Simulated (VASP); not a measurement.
# MgO (F-43m) in VASP: G0W0 quasiparticle levels with PBE

Aim: the G0W0 quasiparticle levels of MgO with PBE.

Everything below comes from runs of VASP 6.6.1. Logs are shortened: lines on timing, memory, paths and dates and some standing lists are left out, and cuts for length are marked.

## (1) The cell of the first run

It takes space group F-43m (No. 216, cubic). The conventional cell has a = 4.564 Å, b = 4.564 Å, c = 4.564 Å, α = 90.00°, β = 90.00°, γ = 90.00°. Within 2.6 Å of Mg (site symmetry -43m) lie 4 O at 1.98 Å. Within 2.6 Å of O (site symmetry -43m) lie 4 Mg at 1.98 Å.

## (2) G0W0 quasiparticle levels, PBE

File POSCAR:

```
MgO
1.0
    0.0000000000      2.2820056624      2.2820056624
    2.2820056624      0.0000000000      2.2820056624
    2.2820056624      2.2820056624      0.0000000000
Mg O
1 1
Direct
    0.0000000000      0.0000000000      0.0000000000
    0.2500000000      0.2500000000      0.2500000000
```

File INCAR.step1:

```
SYSTEM = MgO
  ALGO = Normal
  EDIFF = 1E-8
  ENCUT = 500
  GGA = PE
  ISMEAR = 0
  LASPH = .True.
  LCHARG = .False.
  LREAL = .False.
  LWAVE = .True.
  NELM = 100
  PREC = Accurate
  SIGMA = 0.01
```

File INCAR.step2:

```
SYSTEM = MgO
  ALGO = Exact
  EDIFF = 1E-8
  ENCUT = 500
  GGA = PE
  ISMEAR = 0
  ISTART = 1
  LASPH = .True.
  LCHARG = .False.
  LOPTICS = .True.
  LREAL = .False.
  LWAVE = .True.
  NBANDS = 44
  NELM = 1
  PREC = Accurate
  SIGMA = 0.01
```

File INCAR.step3:

```
SYSTEM = MgO
  ALGO = EVGW0
  EDIFF = 1E-8
  ENCUT = 500
  ENCUTGW = 60.0
  GGA = PE
  ISMEAR = 0
  ISTART = 1
  LASPH = .True.
  LCHARG = .False.
  LREAL = .False.
  LWAVE = .False.
  NBANDS = 44
  NBANDSGW = 12
  NELMGW = 1
  NOMEGA = 48
  PREC = Accurate
  PRECFOCK = Fast
  SIGMA = 0.01
```

File KPOINTS:

```
k-points
0
Gamma
  4 4 4
  0 0 0
```

Potentials or basis: VASP PAW PBE potentials, release 64 (Mg_GW, O_GW).

On the command line:

```console
$ cat potpaw_PBE.64/Mg_GW/POTCAR potpaw_PBE.64/O_GW/POTCAR > POTCAR
$ cp INCAR.step1 INCAR
$ mpirun -np 1 vasp_std > vasp.out
$ cp INCAR.step2 INCAR
$ mpirun -np 1 vasp_std > vasp.out
$ cp INCAR.step3 INCAR
$ mpirun -np 1 vasp_std > vasp.out
```

OUTCAR:

```text
SYSTEM = MgO
   EDIFF = 1E-8
   ENCUT = 500
   ENCUTGW = 60.0
   GGA = PE
   ISMEAR = 0
   ISTART = 1
   LASPH = .True.
   LREAL = .False.
   NELMGW = 1
   PREC = Accurate
   PRECFOCK = Fast

 ion  position               nearest neighbor table
   1  0.000  0.000  0.000-   2 1.98   2 1.98   2 1.98   2 1.98
   2  0.250  0.250  0.250-   1 1.98   1 1.98   1 1.98   1 1.98

  LATTYP: Found a face centered cubic cell.
 ALAT       =     4.5640113248

  Lattice vectors:

 A1 = (   0.0000000000,   2.2820056624,   2.2820056624)
 A2 = (   2.2820056624,   0.0000000000,   2.2820056624)
 A3 = (   2.2820056624,   2.2820056624,   0.0000000000)

Analysis of symmetry for initial positions (statically):
=====================================================================
 Subroutine PRICEL returns:
 Original cell was already a primitive cell.

 Routine SETGRP: Setting up the symmetry group for a
 face centered cubic supercell.

 Subroutine GETGRP returns: Found 24 space group operations
 (whereof 24 operations were pure point group operations)
 out of a pool of 48 trial point group operations.

The static configuration has the point symmetry T_d .

Analysis of symmetry for dynamics (positions and initial velocities):
=====================================================================
 Subroutine PRICEL returns:
 Original cell was already a primitive cell.

 Routine SETGRP: Setting up the symmetry group for a
 face centered cubic supercell.

 Subroutine GETGRP returns: Found 24 space group operations
 (whereof 24 operations were pure point group operations)
 out of a pool of 48 trial point group operations.

The dynamic configuration has the point symmetry T_d .

 Subroutine INISYM returns: Found 24 space group operations
 (whereof 24 operations are pure point group operations),
 and found     1 'primitive' translations

----------------------------------------------------------------------------------------

                                     Primitive cell

  volume of cell :      23.7673

  direct lattice vectors                    reciprocal lattice vectors
     0.000000000  2.282005662  2.282005662    -0.219105504  0.219105504  0.219105504
     2.282005662  0.000000000  2.282005662     0.219105504 -0.219105504  0.219105504
     2.282005662  2.282005662  0.000000000     0.219105504  0.219105504 -0.219105504

  length of vectors
     3.227243357  3.227243357  3.227243357     0.379501865  0.379501865  0.379501865

  position of ions in fractional coordinates (direct lattice)
     0.000000000  0.000000000  0.000000000
     0.250000000  0.250000000  0.250000000

  ion indices of the primitive-cell ions
   primitive index   ion index
                 1           1
                 2           2

----------------------------------------------------------------------------------------

 KPOINTS: k-points

Automatic generation of k-mesh.
 Grid dimensions read from file:
 generate k-points for:    4    4    4

 Generating k-lattice:

  Cartesian coordinates                     Fractional coordinates (reciprocal lattice)
    -0.054776376  0.054776376  0.054776376     0.250000000  0.000000000  0.000000000
     0.054776376 -0.054776376  0.054776376     0.000000000  0.250000000  0.000000000
     0.054776376  0.054776376 -0.054776376     0.000000000  0.000000000  0.250000000

  Length of vectors
     0.094875466  0.094875466  0.094875466

  Shift w.r.t. Gamma in fractional coordinates (k-lattice)
     0.000000000  0.000000000  0.000000000

 Subroutine IBZKPT returns following result:
 ===========================================

 Found      8 irreducible k-points:

 Following reciprocal coordinates:
            Coordinates               Weight
  0.000000  0.000000  0.000000      1.000000
  0.250000  0.000000  0.000000      8.000000
  0.500000  0.000000  0.000000      4.000000
  0.250000  0.250000  0.000000      6.000000
  0.500000  0.250000  0.000000     24.000000
 -0.250000  0.250000  0.000000     12.000000
  0.500000  0.500000  0.000000      3.000000
 -0.250000  0.500000  0.250000      6.000000
   k-points           NKPTS =      8   k-points in BZ     NKDIM =     64   number of bands    NBANDS=     44
   number of dos      NEDOS =    301   number of ions     NIONS =      2
   total plane-waves  NPLWV =  13824
   dimension x,y,z NGX =    24 NGY =   24 NGZ =   24
   dimension x,y,z NGXF=    48 NGYF=   48 NGZF=   48
   ions per type =               1   1
   NGX,Y,Z   is equivalent  to a cutoff of  12.36, 12.36, 12.36 a.u.
   NGXF,Y,Z  is equivalent  to a cutoff of  24.73, 24.73, 24.73 a.u.
 SYSTEM =  MgO
   PREC   = accura    normal or accurate (medium, high low for compatibility)
   ISTART =      1    job   : 0-new  1-cont  2-samecut
   ICHARG =      0    charge: 1-file 2-atom 10-const
   ISPIN  =      1    spin polarized calculation?
   LNONCOLLINEAR =      F non collinear calculations
   LSORBIT =      F    spin-orbit coupling
   LASPH  =      T    aspherical Exc in radial PAW
   ENCUT  =  500.0 eV  36.75 Ry    6.06 a.u.   5.88  5.88  5.88*2*pi/ulx,y,z
   NELM   =     60;   NELMIN=  2; NELMDL=  0     # of ELM steps
   EDIFF  = 0.1E-07   stopping-criterion for ELM
   LREAL  =      F    real-space projection
   EDIFFG = 0.1E-06   stopping-criterion for IOM
   NSW    =      0    number of steps for IOM
   IBRION =     -1    ionic relax: 0-MD 1-quasi-New 2-CG
   NFREE  =      0    steps in history (QN), initial steepest desc. (CG)
   ISIF   =      0    stress and relaxation
   ISYM   =      3    0-nonsym 1-usesym 2-fastsym
   POTIM  = 0.5000    time-step for ionic-motion
   TEBEG  =    0.0;   TEEND  =   0.0 temperature during run
   PSTRESS=    0.0 pullay stress
   NELECT =       8.0000    total number of electrons
   NUPDOWN=      -1.0000    fix difference up-down
   EMIN   =  10.00;   EMAX   =-10.00  energy-range for DOS
   EFERMI =   0.00;   METHOD = LEGACY
   ISMEAR =     0;   SIGMA  =   0.01  broadening in eV -4-tet -1-fermi 0-gaus
   EFERMI_NEDOS =   21; number of points for ismear=-14 and -15
   IALGO  =     38    algorithm
   IMIX   =      4    mixing-type and parameters
     AMIX     =   0.40;   BMIX     =  1.00
     AMIX_MAG =   1.60;   BMIX_MAG =  1.00
  volume/ion in A,a.u.               =      11.88        80.19
  Fermi-wavevector in a.u.,A,eV,Ry     =   1.138793  2.152007 17.644708  1.296849
  Thomas-Fermi vector in A             =   2.275497
   LORBIT       =      0    0 simple, 1 ext, 2 COOP (PROOUT), +10 PAW based schemes
   GGA     = PE    functional components
   LHFCALC =     T    Hartree Fock is set to
   PRECFOCK=fast      Normal, Fast or Accurate (Low or Medium for compatibility)
   ENCUT4O =  -1.0   cutoff for four orbital integrals eV
   NKREDX  =     1    reduce k-point grid by
   NKREDY  =     1    reduce k-point grid by
   NKREDZ  =     1    reduce k-point grid by
   AEXX    =    1.0000 exact exchange contribution
   HFSCREEN=    0.0000 screening length (either q_TF or 0.3 A-1)
   HFSCREENC=   0.0000 screening length for correlation (either q_TF or 0.3 A-1)
   ENCUTFOCK=  -1.0 apply spherical cutoff to Coloumb kernel
   IVDW    =     0    specifies the selected vdW correction
   LEPSILON=     F    determine dielectric tensor
   LRPA    =     F    only Hartree local field effects (RPA)
   LRPAFORCE           =     F    calculate RPA forces
   ENCUTGW             =  60.0    cutoff for response function in eV
   ENCUTGWSOFT         =  48.0    soft cutoff for Coulomb kernel in GW response function in eV
   ENCUTLF             =  -1.0    cutoff for local field effects
   NELMGW              =     1    number of iterations in solving QP/BSE equation
   NELMHF              =     1    number of iterations in the inner HF iteration
   NKREDLFX            =     1    NKREDLFY  =   1   NKREDLFZ  =   1
 non-spin polarized calculation
 Gauss-broadening in eV      SIGMA  =   0.01
  energy-cutoff  :      500.00
  volume of cell :       23.77
 maximum number of plane-waves:       620
  NGX = 14; NGY = 14; NGZ = 14
   NGX = 11   NGY = 11   NGZ = 11
 maximum number of plane-waves:        28
 NGX is ok and might be reduce to    10

 QP shifts <psi_nk| G(iteration)W_0 |psi_nk>: iteration 1
 for sc-GW calculations column KS-energies equals QP-energies in previous step
 and V_xc(KS)=  KS-energies - (<T + V_ion + V_H > + <T+V_H+V_ion>^1  + <V_x>^1)

 k-point   1 :       0.0000    0.0000    0.0000
  band No.  KS-energies  QP-energies   sigma(KS)   V_xc(KS)     V^pw_x(r,r')   Z            occupation Imag(sigma)

      1     -15.1155     -17.4481     -21.9155     -18.5778     -30.2527       0.6989       2.0000       1.0993
      2       0.7911      -0.2802     -20.4033     -18.9893     -24.7185       0.7576       2.0000       0.1196
      3       0.7911      -0.2802     -20.4033     -18.9893     -24.7185       0.7576       2.0000       0.1196
      4       0.7911      -0.2802     -20.4033     -18.9893     -24.7185       0.7576       2.0000       0.1196
      5       4.4307       5.1923      -8.9051      -9.8326      -5.7155       0.8211       0.0000      -0.0705
      6      17.5628      18.9321      -6.8307      -8.5447      -2.6248       0.7989       0.0000      -0.1647
      7      17.5628      18.9321      -6.8307      -8.5447      -2.6248       0.7989       0.0000      -0.1647
      8      17.5628      18.9321      -6.8307      -8.5447      -2.6248       0.7989       0.0000      -0.1647
      9      21.1110      22.5721      -6.9630      -8.7916      -2.6252       0.7991       0.0000      -0.2948
     10      21.1110      22.5721      -6.9630      -8.7916      -2.6252       0.7991       0.0000      -0.2948
     11      21.1935      22.1155      -7.0715      -8.2821      -2.0390       0.7617       0.0000      -0.5847
     12      21.1935      22.1155      -7.0715      -8.2821      -2.0390       0.7617       0.0000      -0.5847

 k-point   2 :       0.2500    0.0000    0.0000
  band No.  KS-energies  QP-energies   sigma(KS)   V_xc(KS)     V^pw_x(r,r')   Z            occupation Imag(sigma)
[... 97 lines left out ...]
      1     -14.2424     -16.4960     -23.0390     -19.7704     -31.3060       0.6895       2.0000       0.9035
      2      -0.9845      -2.4206     -18.1732     -16.2330     -22.4293       0.7402       2.0000       0.1460
      3      -0.8312      -2.1885     -18.5173     -16.6881     -22.8195       0.7420       2.0000       0.1461
      4      -0.2570      -1.5837     -18.6815     -16.9138     -22.8392       0.7505       2.0000       0.1303
      5       8.4898       9.4675      -8.1460      -9.3605      -4.6780       0.8050       0.0000      -0.0939
      6      12.3812      13.7306      -9.6157     -11.3368      -5.8056       0.7841       0.0000      -0.1294
      7      14.6814      16.5294      -9.9741     -12.3407      -5.8208       0.7809       0.0000      -0.2053
      8      14.6838      15.8292      -7.5036      -8.9420      -3.1143       0.7963       0.0000      -0.2473
      9      21.0512      22.4605      -7.2285      -9.0505      -2.3733       0.7735       0.0000      -0.4186
     10      21.3489      22.5968      -6.9859      -8.5209      -2.2900       0.8130       0.0000      -0.4999
     11      25.4074      27.3865      -8.1334     -10.4183      -3.4627       0.8661       0.0000      -0.8349
     12      26.8943      29.1316      -8.9356     -11.6688      -3.7332       0.8186       0.0000      -0.9480
```

Wall time 37 s (1 thread of Intel Xeon 8259CL, shared host); peak memory 0.21 GiB.

Results:

```
Band gap on the k mesh, mean-field level : 3.64 eV, direct
Quasiparticle gap                        : 5.47 eV
Least direct quasiparticle gap           : 5.47 eV
```

Caveat: the k points lie up to 0.60 Å⁻¹ apart; bands, screening cutoff and mesh are small and nothing is extrapolated, so the quasiparticle values aren't converged.
